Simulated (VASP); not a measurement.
# TiAl (Amm2) in VASP: single point with PBEsol

Aim: the single point of TiAl with PBEsol.

Everything below comes from runs of VASP 6.6.1. Logs are shortened: lines on timing, memory, paths and dates and some standing lists are left out, and cuts for length are marked.

### 1 The cell of the first run

The structure is orthorhombic, space group Amm2 (No. 38). The conventional cell has a = 4.620 Å, b = 2.848 Å, c = 4.933 Å, α = 90.00°, β = 90.00°, γ = 90.00°. Within 3.7 Å of Ti (site symmetry mm2) lie 6 Al at 2.79 to 2.86 Å and 6 Ti at 2.85 Å. Within 3.7 Å of Al (site symmetry mm2) lie 6 Ti at 2.79 to 2.86 Å and 6 Al at 2.85 Å.

### 2 Single point, PBEsol (mode 4 (182.5 1/cm) frozen in, largest displacement -0.050 Å)

Input file INCAR:

```
SYSTEM = TiAl
PREC = Accurate ; ENCUT = 520
EDIFF = 1E-6 ; ISMEAR = 0
SIGMA = 0.15 ; LREAL = .False.
LASPH = .True. ; NELM = 80
ALGO = Fast ; ISIF = 2
LWAVE = .False. ; LCHARG = .True.
GGA = PS ; LELF = .True.
LVHAR = .True. ; NBANDS = 14
```

Input file KPOINTS:

```
regular mesh
0
Gamma
  24 24 14
  0 0 0
```

Input file POSCAR:

```
TiAl
1.0
    2.8478212847      0.0000000000      0.0000000000
   -1.4239106423      2.4662855780      0.0000000000
    0.0000000000      0.0000000000      4.6199447394
Ti Al
1 1
Direct
    0.0057138278      0.0114276555      0.0000000000
    0.3231966321      0.6463932642      0.5000000000
```

Potentials or basis: VASP PAW PBE potentials, release 64 (Ti_sv, Al).

On the command line:

```
> cat potpaw_PBE.64/Ti_sv/POTCAR potpaw_PBE.64/Al/POTCAR > POTCAR
> mpirun -np 1 vasp_std > vasp.out
```

OUTCAR:

```text
SYSTEM = TiAl
   PREC = Accurate
   ENCUT = 520
   EDIFF = 1E-6
   ISMEAR = 0
   LREAL = .False.
   LASPH = .True.
   NELM = 80
   ISIF = 2
   GGA = PS

 ion  position               nearest neighbor table
   1  0.006  0.011  0.000-   2 2.79   2 2.79   2 2.86   2 2.86   2 2.86   2 2.86
   2  0.323  0.646  0.500-   1 2.79   1 2.79   1 2.86   1 2.86   1 2.86   1 2.86

  LATTYP: Found a hexagonal cell.
 ALAT       =     2.8478212847
 C/A-ratio  =     1.6222734075

  Lattice vectors:

 A1 = (   2.8478212847,   0.0000000000,   0.0000000000)
 A2 = (  -1.4239106423,   2.4662855780,   0.0000000000)
 A3 = (   0.0000000000,   0.0000000000,   4.6199447394)

Analysis of symmetry for initial positions (statically):
=====================================================================
 Subroutine PRICEL returns:
 Original cell was already a primitive cell.

 Routine SETGRP: Setting up the symmetry group for a
 hexagonal supercell.

 Subroutine GETGRP returns: Found  4 space group operations
 (whereof  4 operations were pure point group operations)
 out of a pool of 24 trial point group operations.

The static configuration has the point symmetry C_2v.

Analysis of symmetry for dynamics (positions and initial velocities):
=====================================================================
 Subroutine PRICEL returns:
 Original cell was already a primitive cell.

 Routine SETGRP: Setting up the symmetry group for a
 hexagonal supercell.

 Subroutine GETGRP returns: Found  4 space group operations
 (whereof  4 operations were pure point group operations)
 out of a pool of 24 trial point group operations.

The dynamic configuration has the point symmetry C_2v.

 Subroutine INISYM returns: Found  4 space group operations
 (whereof  4 operations are pure point group operations),
 and found     1 'primitive' translations

----------------------------------------------------------------------------------------

                                     Primitive cell

  volume of cell :      32.4484

  direct lattice vectors                    reciprocal lattice vectors
     2.847821285  0.000000000  0.000000000     0.351145630  0.202734024  0.000000000
    -1.423910642  2.466285578  0.000000000     0.000000000  0.405468048  0.000000000
     0.000000000  0.000000000  4.619944739     0.000000000  0.000000000  0.216452805

  length of vectors
     2.847821285  2.847821285  4.619944739     0.405468048  0.405468048  0.216452805

  position of ions in fractional coordinates (direct lattice)
     0.005713828  0.011427656  0.000000000
     0.323196632  0.646393264  0.500000000

  ion indices of the primitive-cell ions
   primitive index   ion index
                 1           1
                 2           2

----------------------------------------------------------------------------------------

 KPOINTS: regular mesh

Automatic generation of k-mesh.
 Grid dimensions read from file:
 generate k-points for:   24   24   14

 Generating k-lattice:

  Cartesian coordinates                     Fractional coordinates (reciprocal lattice)
     0.014631068  0.008447251  0.000000000     0.041666667 -0.000000000  0.000000000
     0.000000000  0.016894502  0.000000000     0.000000000  0.041666667  0.000000000
     0.000000000  0.000000000  0.015460915     0.000000000  0.000000000  0.071428571

  Length of vectors
     0.016894502  0.016894502  0.015460915

  Shift w.r.t. Gamma in fractional coordinates (k-lattice)
     0.000000000  0.000000000  0.000000000

 Subroutine IBZKPT returns following result:
 ===========================================

 Found   1256 irreducible k-points:

 Following reciprocal coordinates:
            Coordinates               Weight
  0.000000  0.000000  0.000000      1.000000
  0.041667  0.000000  0.000000      4.000000
  0.000000  0.041667  0.000000      2.000000
  0.083333 -0.000000  0.000000      4.000000
  0.000000  0.083333  0.000000      2.000000
  0.125000 -0.000000  0.000000      4.000000
[... 16 lines left out ...]
  0.000000  0.458333  0.000000      2.000000
  0.500000 -0.000000  0.000000      2.000000
 [... further k-points ...]
   k-points           NKPTS =   1256   k-points in BZ     NKDIM =   1256   number of bands    NBANDS=     14
   number of dos      NEDOS =    301   number of ions     NIONS =      2
   total plane-waves  NPLWV =  20736
   dimension x,y,z NGX =    24 NGY =   24 NGZ =   36
   dimension x,y,z NGXF=    48 NGYF=   48 NGZF=   72
   ions per type =               1   1
   NGX,Y,Z   is equivalent  to a cutoff of  14.01, 14.01, 12.95 a.u.
   NGXF,Y,Z  is equivalent  to a cutoff of  28.02, 28.02, 25.91 a.u.
 SYSTEM =  TiAl
   PREC   = accura    normal or accurate (medium, high low for compatibility)
   ISTART =      0    job   : 0-new  1-cont  2-samecut
   ICHARG =      2    charge: 1-file 2-atom 10-const
   ISPIN  =      1    spin polarized calculation?
   LNONCOLLINEAR =      F non collinear calculations
   LSORBIT =      F    spin-orbit coupling
   LASPH  =      T    aspherical Exc in radial PAW
   ENCUT  =  520.0 eV  38.22 Ry    6.18 a.u.   5.30  5.30  8.59*2*pi/ulx,y,z
   NELM   =     80;   NELMIN=  2; NELMDL= -5     # of ELM steps
   EDIFF  = 0.1E-05   stopping-criterion for ELM
   LREAL  =      F    real-space projection
   EDIFFG = 0.1E-04   stopping-criterion for IOM
   NSW    =      0    number of steps for IOM
   IBRION =     -1    ionic relax: 0-MD 1-quasi-New 2-CG
   NFREE  =      0    steps in history (QN), initial steepest desc. (CG)
   ISIF   =      2    stress and relaxation
   ISYM   =      2    0-nonsym 1-usesym 2-fastsym
   POTIM  = 0.5000    time-step for ionic-motion
   TEBEG  =    0.0;   TEEND  =   0.0 temperature during run
   PSTRESS=    0.0 pullay stress
   NELECT =      15.0000    total number of electrons
   NUPDOWN=      -1.0000    fix difference up-down
   EMIN   =  10.00;   EMAX   =-10.00  energy-range for DOS
   EFERMI =   0.00;   METHOD = LEGACY
   ISMEAR =     0;   SIGMA  =   0.15  broadening in eV -4-tet -1-fermi 0-gaus
   EFERMI_NEDOS =   21; number of points for ismear=-14 and -15
   IALGO  =     68    algorithm
   IMIX   =      4    mixing-type and parameters
     AMIX     =   0.40;   BMIX     =  1.00
     AMIX_MAG =   1.60;   BMIX_MAG =  1.00
  volume/ion in A,a.u.               =      16.22       109.49
  Fermi-wavevector in a.u.,A,eV,Ry     =   1.265827  2.392066 21.800854  1.602318
  Thomas-Fermi vector in A             =   2.399060
   LORBIT       =      0    0 simple, 1 ext, 2 COOP (PROOUT), +10 PAW based schemes
   GGA     = PS    functional components
   LHFCALC =     F    Hartree Fock is set to
   AEXX    =    0.0000 exact exchange contribution
   IVDW    =     0    specifies the selected vdW correction
   LEPSILON=     F    determine dielectric tensor
   LRPA    =     F    only Hartree local field effects (RPA)
 non-spin polarized calculation
 RMM-DIIS sequential band-by-band and
 Gauss-broadening in eV      SIGMA  =   0.15
  energy-cutoff  :      520.00
  volume of cell :       32.45
 maximum number of plane-waves:       888
 NGX is ok and might be reduce to    24
   NGX = 11   NGY = 11   NGZ = 17

 number of electron      15.0000002 magnetization

 Free energy of the ion-electron system (eV)
  ---------------------------------------------------
  ext. energy  EPLUGINS =         0.00000000
  ---------------------------------------------------
  free energy    TOTEN  =       -12.93949874 eV

  energy without entropy =      -12.91017073  energy(sigma->0) =      -12.92483473

 E-fermi :   8.0375     XC(G=0): -11.1445

 val. band max:        8.0374834989   @ k =  -0.4583   0.4167   0.3571
 cond. band min:       8.0375434172   @ k =  -0.1667  -0.4167   0.3571
 fundamental gap:      0.0000599183
 Fermi energy:         8.0375336367

 k-point     1 :       0.0000    0.0000    0.0000
  band No.  band energies     occupation
      1     -48.1964      2.00000
      2     -24.6246      2.00000
      3     -24.1796      2.00000
      4     -24.1737      2.00000
      5      -0.9969      2.00000
      6       5.7260      2.00000
      7       6.2478      2.00000
      8       9.3390      0.00000
      9       9.3473      0.00000
     10      10.8518      0.00000
     11      10.8848      0.00000
     12      12.1276      0.00000
     13      21.0619      0.00000
     14      21.0663      0.00000

 k-point     2 :       0.0417    0.0000    0.0000
  band No.  band energies     occupation
      1     -48.1946      2.00000
      2     -24.6229      2.00000
      3     -24.1897      2.00000
      4     -24.1771      2.00000
      5      -0.9529      2.00000
      6       5.7744      2.00000
      7       6.2520      2.00000
      8       9.2968      0.00000
      9       9.3818      0.00000
     10      10.8422      0.00000
     11      10.8916      0.00000
     12      12.1375      0.00000
     13      20.2109      0.00000
     14      20.5506      0.00000

 k-point     3 :       0.0000    0.0417    0.0000
  band No.  band energies     occupation
      1     -48.1946      2.00000
      2     -24.6229      2.00000
      3     -24.1847      2.00000
      4     -24.1821      2.00000
      5      -0.9529      2.00000
      6       5.7744      2.00000
      7       6.2509      2.00000
      8       9.3031      0.00000
      9       9.3755      0.00000
     10      10.8634      0.00000
     11      10.8720      0.00000
     12      12.1386      0.00000
     13      20.1966      0.00000
     14      20.5560      0.00000
[... 324 lines left out ...]
 k-point    23 :       0.0000    0.4583    0.0000
  band No.  band energies     occupation
      1     -48.0929      2.00000
      2     -24.7868      2.00000
      3     -24.5229      2.00000
      4     -24.3202      2.00000
      5       3.7987      2.00000
      6       5.6981      2.00000
      7       6.4018      2.00000
      8       7.0558      2.00000
      9      10.1962      0.00000
     10      12.0431      0.00000
     11      12.1676      0.00000
     12      12.3210      0.00000
     13      13.4883      0.00000
     14      16.0229      0.00000

 k-point    24 :       0.5000   -0.0000    0.0000
  band No.  band energies     occupation
      1     -48.0912      2.00000
      2     -24.8005      2.00000
      3     -24.5215      2.00000
      4     -24.3181      2.00000
      5       4.2672      2.00000
      6       5.2021      2.00000
      7       6.4771      2.00000
      8       7.0220      2.00000
      9      10.1679      0.00000
     10      12.1101      0.00000
     11      12.2207      0.00000
     12      12.2718      0.00000
     13      13.5583      0.00000
     14      15.9820      0.00000

 [... further k-points ...]

------------------------ aborting loop because EDIFF is reached ----------------------------------------

  FORCE on cell =-STRESS in cart. coord.  units (eV):
  Direction    XX          YY          ZZ          XY          YZ          ZX
  --------------------------------------------------------------------------------------
  -------------------------------------------------------------------------------------
  Total       -0.2499169      0.2606934      0.0243805      0.0000000      0.0000000      0.0000000
  in kB      -12.3399471     12.8720521      1.2038177      0.0000000      0.0000000      0.0000000
  external PRESSURE =       0.5786409 kB  Pullay stress =       0.0000000 kB

 VOLUME and BASIS-vectors are now :
 -----------------------------------------------------------------------------
  energy-cutoff  :      520.00
  volume of cell :       32.45
      direct lattice vectors                 reciprocal lattice vectors
     2.847821285  0.000000000  0.000000000     0.351145630  0.202734024  0.000000000
    -1.423910642  2.466285578  0.000000000     0.000000000  0.405468048  0.000000000
     0.000000000  0.000000000  4.619944739     0.000000000  0.000000000  0.216452805

 POSITION                                       TOTAL-FORCE (eV/Angst)
 -----------------------------------------------------------------------------------
      0.00000      0.02818      0.00000        -0.000000     -0.180860      0.000000
      0.00000      1.59419      2.30997         0.000000      0.180860      0.000000
 -----------------------------------------------------------------------------------
    total drift:                               -0.000000     -0.000161      0.000000

  FREE ENERGIE OF THE ION-ELECTRON SYSTEM (eV)
  ---------------------------------------------------
  free  energy   TOTEN  =       -12.9394987365 eV

  energy  without entropy=      -12.9101707276  energy(sigma->0) =      -12.92483473
```

It took 12 min on 1 thread of Intel Xeon Platinum 8488C (Sapphire Rapids), shared host; peak memory 0.66 GiB.

What came out:

* Free energy: -12.9395 eV
* Pressure: 0.1 GPa
* Largest force: 0.181 eV/Å

Forces in eV/Å, atoms in the order of the input:
```
Ti   0.000 -0.181  0.000
Al   0.000  0.181  0.000
```

Stress tensor (GPa, compression positive):
```
-1.23  0.00  0.00
 0.00  1.29  0.00
 0.00  0.00  0.12
```

Caveat: the cell differs from its parent crystal (mode 4 (182.5 1/cm) frozen in, largest displacement -0.050 Å); the PAW data sets were made with another functional, which shifts forces and pressure a little.
